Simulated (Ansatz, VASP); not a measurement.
One calculation of Ge2Sb2O, two programs

Contents of INCAR:

```
PREC = Accurate ; ENCUT = 600
EDIFF = 1E-6 ; ISMEAR = 0
SIGMA = 0.1 ; LREAL = F
LASPH = T ; NELM = 120
ALGO = Normal ; ISIF = 2
LWAVE = F ; LCHARG = F
GGA = PE ; NBANDS = 30
GGA_COMPAT = F
```

Contents of KPOINTS:

```
Automatic mesh
0
Gamma
  6 6 2
```

File POSCAR:

```
Ge2Sb2O
1.0
    3.6728994600      0.0000000000      0.0000000000
   -1.8364497300      3.1808242400      0.0000000000
    0.0000000000      0.0000000000      9.3123244400
Ge Sb O
2 2 1
Direct
    0.3333333300      0.6666666700      0.0000000000
    0.6666666700      0.3333333300      0.0000000000
    0.0000000000      0.0000000000      0.7732694500
    0.0000000000      0.0000000000      0.2267305500
    0.0000000000      0.0000000000      0.0000000000
```

Input for Ansatz:

```yaml
crystal:
  lattice:
    - [3.67289946, 0.0, 0.0]
    - [-1.83644973, 3.18082424, 0.0]
    - [0.0, 0.0, 9.31232444]
  atoms:
    - { symbol: Ge, position: [0.33333333, 0.66666667, 0.0] }
    - { symbol: Ge, position: [0.66666667, 0.33333333, 0.0] }
    - { symbol: Sb, position: [0.0, 0.0, 0.77326945] }
    - { symbol: Sb, position: [0.0, 0.0, 0.22673055] }
    - { symbol: O, position: [0.0, 0.0, 0.0] }
basis:
  ecutwfc: 420
kpoints:
  mp_grid: { grid: [6, 6, 2] }
hamiltonian:
  xc: pbe
scf:
  occupations: { method: gaussian, width: 0.1 }
  lower_state_search: "off"
output:
  forces: true
  stress: true
  eigenvalues: true
```

Alike in both runs: task single point; functional PBE; k mesh 6 × 6 × 2; occupations gaussian, width 0.1 eV; no spin polarisation.

|  | VASP | Ansatz |
| --- | --- | --- |
| version | VASP 6.6.1 | Ansatz 0.2.0 |
| potentials or method | VASP PAW PBE potentials, release 64 (Ge_d, Sb, O), cutoff 600 eV | scalar-relativistic, plane waves, PAW |
| valence electrons in the cell | 44 | 64 |

```csv
,VASP,Ansatz,Ansatz less VASP
gap on the k mesh at the Fermi level (eV),none,none,-
rms of the force components (eV/Å),1.151,1.166,+0.0146
```

Atom by atom the forces differ by 0.015 eV/Å (rms over components). A gap of «none» marks a metal or a gap that the smearing closes. The functional is the same, so the differences come from potentials, cutoffs and numerics. VASP's potentials hold 44 valence electrons a cell and Ansatz's 64, so a difference there can come from the potentials and not from the codes.

Spin-orbit coupling is off throughout.
